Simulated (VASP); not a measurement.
Input of a VASP 6.6.1 run:

File POSCAR:

```
Mn
1.0
    0.0000000000      1.7203332519      1.7203332519
    1.7203332519      0.0000000000      1.7203332519
    1.7203332519      1.7203332519      0.0000000000
Mn
1
Direct
    0.0000000000      0.0000000000      0.0000000000
```

INCAR.step1

```
SYSTEM = Mn
PREC = Accurate
ENCUT = 520
EDIFF = 1E-5
ISMEAR = -1
SIGMA = 0.1
LREAL = .FALSE.
LASPH = .TRUE.
NELM = 100
ALGO = Normal
ISIF = 2
LWAVE = .TRUE.
GGA = PE
NBANDS = 12
```

The input INCAR.step2:

```
SYSTEM = Mn
PREC = Accurate
ENCUT = 520
EDIFF = 1E-6
ISMEAR = -1
SIGMA = 0.1
LREAL = .FALSE.
LASPH = .TRUE.
NELM = 100
ALGO = Normal
ISIF = 2
LWAVE = .FALSE.
LCHARG = .TRUE.
GGA = PE
LHFCALC = .TRUE.
HFSCREEN = 0.2079
PRECFOCK = Normal
LELF = .TRUE.
LVHAR = .TRUE.
ISTART = 1
NBANDS = 12
```

KPOINTS

```
Automatic mesh
0
G
  6 6 6
  0 0 0
```

Potentials or basis: VASP PAW PBE potentials, release 64 (Mn_pv).

The run is started by

```console
$ cat potpaw_PBE.64/Mn_pv/POTCAR > POTCAR
$ cp INCAR.step1 INCAR
$ mpirun -np 1 vasp_std > vasp.out
$ cp INCAR.step2 INCAR
$ mpirun -np 1 vasp_std > vasp.out
```

(1) What does it give for the pressure?

Answers

(1) 1.7 GPa.

Caveat: the k points lie up to 0.53 Å⁻¹ apart; the PAW data sets were made with another functional, which shifts forces and pressure a little; the run has no spin polarisation, though such a crystal can be magnetic.
